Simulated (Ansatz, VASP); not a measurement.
**Two plane-wave programs on AlRu**

```
Ru Al
1.0
     0.00000    2.12449    2.12449
     2.12449    0.00000    2.12449
     2.12449    2.12449    0.00000
Ru Al
1 1
Direct
  0.00000 0.00000 0.00000
  0.50000 0.50000 0.50000
```

Change from the starting cell: volume scaled by 0.64, PAW files.

Alike in both runs: task single point; functional PBEsol; k mesh 14 × 14 × 14; occupations fermi-dirac, width 0.05 eV; no spin polarisation.

|  | VASP | Ansatz |
| --- | --- | --- |
| version | VASP 6.6.1 | Ansatz 0.2.0 |
| potentials or method | VASP PAW PBE potentials, release 64 (Ru_pv, Al) | PAW with Ansatz's default frozen-core files, scalar-relativistic |
| plane-wave cutoff (eV) | 520 | 420 |
| valence electrons in the cell | 17 | 19 |

|  | VASP | Ansatz | Ansatz less VASP |
| --- | --- | --- | --- |
| pressure (GPa) | 178.6 | 176.8 | -1.82 |

VASP's potentials were made for PBE, not for PBEsol. Both programs put the cell under a high pressure, so it lies far from rest at this level. With one functional, cell and mesh, what is left measures potentials, basis and numerics. VASP's potentials hold 17 valence electrons a cell and Ansatz's 19, so a difference there can come from the potentials and not from the codes.

Noted on VASP's run: the cell as given lies far from equilibrium.
